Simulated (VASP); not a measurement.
# LiF (C2) in VASP: further runs

The runs below take LiF through single point, relaxation of cell and atoms, with PBE.

Program: VASP 6.6.1. These are calculated values, not measurements. Logs are shortened: lines on timing, memory, paths and dates and some standing lists are left out, and cuts for length are marked.

### 1 The cell of the first run

Symmetry: C2, No. 5, monoclinic system. Conventional cell: a = 3.713 Å, b = 8.667 Å, c = 4.003 Å, α = 90.00°, β = 117.63°, γ = 90.00°. Li (site symmetry 1) has 2 Li at 1.79 to 1.81 Å and 3 F at 1.79 Å within 2.4 Å. Li (site symmetry 2) has 2 Li at 1.79 Å and 3 F at 1.81 to 1.86 Å within 2.4 Å. F (site symmetry 2) has 4 Li at 1.79 to 1.86 Å and 1 F at 1.81 Å within 2.4 Å. Within 2.4 Å of F (site symmetry 2) lie 2 Li at 1.79 Å and 3 F at 1.81 to 1.86 Å. F (site symmetry 2) has 3 Li at 1.79 to 1.81 Å and 2 F at 1.86 Å within 2.4 Å.

### 2 Single point, PBE

INCAR

```
ALGO = Normal ; EDIFF = 1E-7
ENCUT = 520 ; GGA = PE
ISIF = 2 ; ISMEAR = 0
LASPH = True ; LCHARG = False
LREAL = False ; LWAVE = False
NBANDS = 24 ; NELM = 80
PREC = Accurate ; SIGMA = 0.1
```

KPOINTS

```
k-points
0
Gamma
  6 6 6
```

POSCAR

```
LiF
1.0
    1.8565025700     -4.3332506200      0.0000000000
    1.8565025700      4.3332506200      0.0000000000
   -1.8565025700      0.0000000000      3.5466506100
Li F
3 3
Direct
    0.1272342300      0.1272342300      0.2544684600
    0.8727657700      0.8727657700      0.7455315400
    0.8541378600      0.1458621400      0.5000000000
    0.3541378600      0.6458621400      0.5000000000
    0.1458621400      0.8541378600      0.5000000000
    0.6458621400      0.3541378600      0.5000000000
```

Potentials or basis: VASP PAW PBE potentials, release 64 (Li_sv, F).

The run is started by

```
> cat potpaw_PBE.64/Li_sv/POTCAR potpaw_PBE.64/F/POTCAR > POTCAR
> mpirun -np 1 vasp_std > vasp.out
```

OUTCAR:

```text
EDIFF = 1E-7
   ENCUT = 520
   GGA = PE
   ISIF = 2
   ISMEAR = 0
   LASPH = True
   LREAL = False
   NELM = 80
   PREC = Accurate

 ion  position               nearest neighbor table
   1  0.127  0.127  0.254-   6 1.79   4 1.79   3 1.79   5 1.79   2 1.81   2 2.55   2 2.55
   2  0.873  0.873  0.746-   3 1.79   5 1.79   6 1.79   4 1.79   1 1.81   1 2.55   1 2.55
   3  0.854  0.146  0.500-   1 1.79   2 1.79   6 1.81   4 1.86   4 1.86
   4  0.354  0.646  0.500-   2 1.79   1 1.79   5 1.81   3 1.86   3 1.86
   5  0.146  0.854  0.500-   1 1.79   2 1.79   4 1.81   6 1.86   6 1.86
   6  0.646  0.354  0.500-   2 1.79   1 1.79   3 1.81   5 1.86   5 1.86

  LATTYP: Found a face centered orthorhombic cell.
 ALAT       =     3.7130051400
 B/A-ratio  =     1.9103935902
 C/A-ratio  =     2.3340935208

  Lattice vectors:

 A1 = (   0.0000000000,  -4.3332506200,   3.5466506100)
 A2 = (   1.8565025700,  -4.3332506200,   0.0000000000)
 A3 = (   1.8565025700,   0.0000000000,   3.5466506100)

Analysis of symmetry for initial positions (statically):
=====================================================================
 Subroutine PRICEL returns:
 Original cell was already a primitive cell.

 Routine SETGRP: Setting up the symmetry group for a
 face centered orthorhombic supercell.

 Subroutine GETGRP returns: Found  2 space group operations
 (whereof  2 operations were pure point group operations)
 out of a pool of  8 trial point group operations.

The static configuration has the point symmetry C_2 .

Analysis of symmetry for dynamics (positions and initial velocities):
=====================================================================
 Subroutine PRICEL returns:
 Original cell was already a primitive cell.

 Routine SETGRP: Setting up the symmetry group for a
 face centered orthorhombic supercell.

 Subroutine GETGRP returns: Found  2 space group operations
 (whereof  2 operations were pure point group operations)
 out of a pool of  8 trial point group operations.

The dynamic configuration has the point symmetry C_2 .

 Subroutine INISYM returns: Found  2 space group operations
 (whereof  2 operations are pure point group operations),
 and found     1 'primitive' translations

----------------------------------------------------------------------------------------

                                     Primitive cell

  volume of cell :      57.0634

  direct lattice vectors                    reciprocal lattice vectors
     1.856502570 -4.333250620  0.000000000     0.269323624 -0.115386818  0.140978082
     1.856502570  4.333250620  0.000000000     0.269323624  0.115386818  0.140978082
    -1.856502570  0.000000000  3.546650610     0.000000000  0.000000000  0.281956164

  length of vectors
     4.714197994  4.714197994  4.003165290     0.325152505  0.325152505  0.281956164

  position of ions in fractional coordinates (direct lattice)
     0.127234230  0.127234230  0.254468460
     0.872765770  0.872765770  0.745531540
     0.854137860  0.145862140  0.500000000
     0.354137860  0.645862140  0.500000000
     0.145862140  0.854137860  0.500000000
     0.645862140  0.354137860  0.500000000

  ion indices of the primitive-cell ions
   primitive index   ion index
                 1           1
                 2           2
                 3           3
                 4           4
                 5           5
                 6           6

----------------------------------------------------------------------------------------

 KPOINTS: k-points

Automatic generation of k-mesh.
 Grid dimensions read from file:
 generate k-points for:    6    6    6

 Generating k-lattice:

  Cartesian coordinates                     Fractional coordinates (reciprocal lattice)
     0.044887271 -0.019231136  0.023496347     0.166666667  0.000000000  0.000000000
     0.044887271  0.019231136  0.023496347     0.000000000  0.166666667  0.000000000
     0.000000000  0.000000000  0.046992694     0.000000000  0.000000000  0.166666667

  Length of vectors
     0.054192084  0.054192084  0.046992694

  Shift w.r.t. Gamma in fractional coordinates (k-lattice)
     0.000000000  0.000000000  0.000000000

 Subroutine IBZKPT returns following result:
 ===========================================

 Found     68 irreducible k-points:

 Following reciprocal coordinates:
            Coordinates               Weight
  0.000000  0.000000  0.000000      1.000000
  0.166667  0.000000 -0.000000      4.000000
  0.000000  0.166667 -0.166667      4.000000
  0.333333  0.000000  0.000000      4.000000
  0.000000  0.333333 -0.333333      4.000000
  0.500000 -0.000000  0.000000      2.000000
[... 16 lines left out ...]
  0.000000  0.000000  0.166667      2.000000
  0.166667  0.000000  0.166667      4.000000
 [... further k-points ...]
   k-points           NKPTS =     68   k-points in BZ     NKDIM =     68   number of bands    NBANDS=     24
   number of dos      NEDOS =    301   number of ions     NIONS =      6
   total plane-waves  NPLWV =  38880
   dimension x,y,z NGX =    36 NGY =   36 NGZ =   30
   dimension x,y,z NGXF=    72 NGYF=   72 NGZF=   60
   ions per type =               3   3
   NGX,Y,Z   is equivalent  to a cutoff of  12.70, 12.70, 12.46 a.u.
   NGXF,Y,Z  is equivalent  to a cutoff of  25.39, 25.39, 24.92 a.u.
 SYSTEM =  unknown system
   PREC   = accura    normal or accurate (medium, high low for compatibility)
   ISTART =      0    job   : 0-new  1-cont  2-samecut
   ICHARG =      2    charge: 1-file 2-atom 10-const
   ISPIN  =      1    spin polarized calculation?
   LNONCOLLINEAR =      F non collinear calculations
   LSORBIT =      F    spin-orbit coupling
   LASPH  =      T    aspherical Exc in radial PAW
   ENCUT  =  520.0 eV  38.22 Ry    6.18 a.u.   8.77  8.77  7.44*2*pi/ulx,y,z
   NELM   =     80;   NELMIN=  2; NELMDL= -5     # of ELM steps
   EDIFF  = 0.1E-06   stopping-criterion for ELM
   LREAL  =      F    real-space projection
   EDIFFG = 0.1E-05   stopping-criterion for IOM
   NSW    =      0    number of steps for IOM
   IBRION =     -1    ionic relax: 0-MD 1-quasi-New 2-CG
   NFREE  =      0    steps in history (QN), initial steepest desc. (CG)
   ISIF   =      2    stress and relaxation
   ISYM   =      2    0-nonsym 1-usesym 2-fastsym
   POTIM  = 0.5000    time-step for ionic-motion
   TEBEG  =    0.0;   TEEND  =   0.0 temperature during run
   PSTRESS=    0.0 pullay stress
   NELECT =      30.0000    total number of electrons
   NUPDOWN=      -1.0000    fix difference up-down
   EMIN   =  10.00;   EMAX   =-10.00  energy-range for DOS
   EFERMI =   0.00;   METHOD = LEGACY
   ISMEAR =     0;   SIGMA  =   0.10  broadening in eV -4-tet -1-fermi 0-gaus
   EFERMI_NEDOS =   21; number of points for ismear=-14 and -15
   IALGO  =     38    algorithm
   IMIX   =      4    mixing-type and parameters
     AMIX     =   0.40;   BMIX     =  1.00
     AMIX_MAG =   1.60;   BMIX_MAG =  1.00
  volume/ion in A,a.u.               =       9.51        64.18
  Fermi-wavevector in a.u.,A,eV,Ry     =   1.321283  2.496864 23.752914  1.745790
  Thomas-Fermi vector in A             =   2.451048
   LORBIT       =      0    0 simple, 1 ext, 2 COOP (PROOUT), +10 PAW based schemes
   GGA     = PE    functional components
   LHFCALC =     F    Hartree Fock is set to
   AEXX    =    0.0000 exact exchange contribution
   IVDW    =     0    specifies the selected vdW correction
   LEPSILON=     F    determine dielectric tensor
   LRPA    =     F    only Hartree local field effects (RPA)
 non-spin polarized calculation
 Gauss-broadening in eV      SIGMA  =   0.10
  energy-cutoff  :      520.00
  volume of cell :       57.06
 maximum number of plane-waves:      1559
   NGX = 17   NGY = 17   NGZ = 15

 number of electron      29.9999999 magnetization

 Free energy of the ion-electron system (eV)
  ---------------------------------------------------
  ext. energy  EPLUGINS =         0.00000000
  ---------------------------------------------------
  free energy    TOTEN  =       -17.24107358 eV

  energy without entropy =      -17.23615036  energy(sigma->0) =      -17.23861197

 E-fermi :   3.8254     XC(G=0):  -9.0502

 val. band max:        3.7443815940   @ k =   0.5000   0.5000   0.0000
 cond. band min:       3.8428286095   @ k =   0.1667   0.0000   0.1667
 fundamental gap:      0.0984470155
 Fermi energy:         3.8253955503

 k-point     1 :       0.0000    0.0000    0.0000
  band No.  band energies     occupation
      1     -44.9296      2.00000
      2     -44.3724      2.00000
      3     -44.3289      2.00000
      4     -22.3108      2.00000
      5     -20.9606      2.00000
      6     -18.3312      2.00000
[... 16 lines left out ...]
     23      14.9338      0.00000
     24      15.1603      0.00000

 k-point     2 :       0.1667    0.0000   -0.0000
  band No.  band energies     occupation
      1     -44.9226      2.00000
      2     -44.3719      2.00000
      3     -44.3353      2.00000
      4     -22.2464      2.00000
      5     -20.8967      2.00000
      6     -18.6069      2.00000
[... 16 lines left out ...]
     23      15.5040      0.00000
     24      16.7424      0.00000

 k-point     3 :       0.0000    0.1667   -0.1667
  band No.  band energies     occupation
      1     -44.9040      2.00000
      2     -44.4686      2.00000
      3     -44.2572      2.00000
      4     -22.2458      2.00000
      5     -20.8973      2.00000
      6     -18.6066      2.00000
[... 16 lines left out ...]
     23      14.9488      0.00000
     24      16.3491      0.00000
[... 514 lines left out ...]
 k-point    23 :       0.0000    0.0000    0.1667
  band No.  band energies     occupation
      1     -44.9042      2.00000
      2     -44.4633      2.00000
      3     -44.2633      2.00000
      4     -22.3032      2.00000
      5     -20.9548      2.00000
      6     -18.3360      2.00000
[... 16 lines left out ...]
     23      15.6109      0.00000
     24      15.9313      0.00000

 k-point    24 :       0.1667    0.0000    0.1667
  band No.  band energies     occupation
      1     -44.8925      2.00000
      2     -44.4665      2.00000
      3     -44.2712      2.00000
      4     -22.2355      2.00000
      5     -20.8866      2.00000
      6     -18.6166      2.00000
[... 16 lines left out ...]
     23      16.1264      0.00000
     24      17.6218      0.00000

 [... further k-points ...]

------------------------ aborting loop because EDIFF is reached ----------------------------------------

  FORCE on cell =-STRESS in cart. coord.  units (eV):
  Direction    XX          YY          ZZ          XY          YZ          ZX
  --------------------------------------------------------------------------------------
  -------------------------------------------------------------------------------------
  Total       21.0695173     13.3525889      5.6194098      0.0000000      0.0000000     -3.0911507
  in kB      591.5717184    374.9024636    157.7769369      0.0000000      0.0000000    -86.7906600
  external PRESSURE =     374.7503730 kB  Pullay stress =       0.0000000 kB

 VOLUME and BASIS-vectors are now :
 -----------------------------------------------------------------------------
  energy-cutoff  :      520.00
  volume of cell :       57.06
      direct lattice vectors                 reciprocal lattice vectors
     1.856502570 -4.333250620  0.000000000     0.269323624 -0.115386818  0.140978082
     1.856502570  4.333250620  0.000000000     0.269323624  0.115386818  0.140978082
    -1.856502570  0.000000000  3.546650610     0.000000000  0.000000000  0.281956164

 POSITION                                       TOTAL-FORCE (eV/Angst)
 -----------------------------------------------------------------------------------
      0.00000      0.00000      0.90251         1.465201     -2.462090      1.268379
      1.85650      0.00000      2.64414        -1.465201     -2.462090     -1.268379
      0.92825     -3.06914      1.77333        -0.000000      3.689726      0.000000
      0.92825      1.26411      1.77333        -0.000000     -6.364813      0.000000
      0.92825      3.06914      1.77333        -0.000000      7.972847      0.000000
      0.92825     -1.26411      1.77333        -0.000000     -0.373581      0.000000
 -----------------------------------------------------------------------------------
    total drift:                               -0.000000     -0.000497      0.000000

  FREE ENERGIE OF THE ION-ELECTRON SYSTEM (eV)
  ---------------------------------------------------
  free  energy   TOTEN  =       -17.2410735777 eV

  energy  without entropy=      -17.2361503575  energy(sigma->0) =      -17.23861197
```

Wall time 98 s (1 thread of Intel Xeon Platinum 8375C at 2.90GHz (Ice Lake), shared host); peak memory 0.21 GiB.

What came out:

| Item | Value |
| --- | --- |
| Free energy | -17.2411 eV |
| Largest force | 7.973 eV/Å |
| Band gap on the k mesh | zero (band 15 reaches 3.97 eV, above the bottom of band 16 at 3.41 eV) |

Forces on the atoms (eV/Å):
```
Li   1.465 -2.462  1.268
Li  -1.465 -2.462 -1.268
Li   0.000  3.690  0.000
F    0.000 -6.365  0.000
F    0.000  7.973  0.000
F    0.000 -0.374  0.000
```

Caveat: the cutoff is under 1.25 times the usual one of these potentials, so pressure, stress and relaxed cells hold a basis-set (Pulay) error; forces of over 1 eV/Å act on the atoms, so gaps and moduli don't describe the material at rest.

(Part 1 of 2 ends here.)
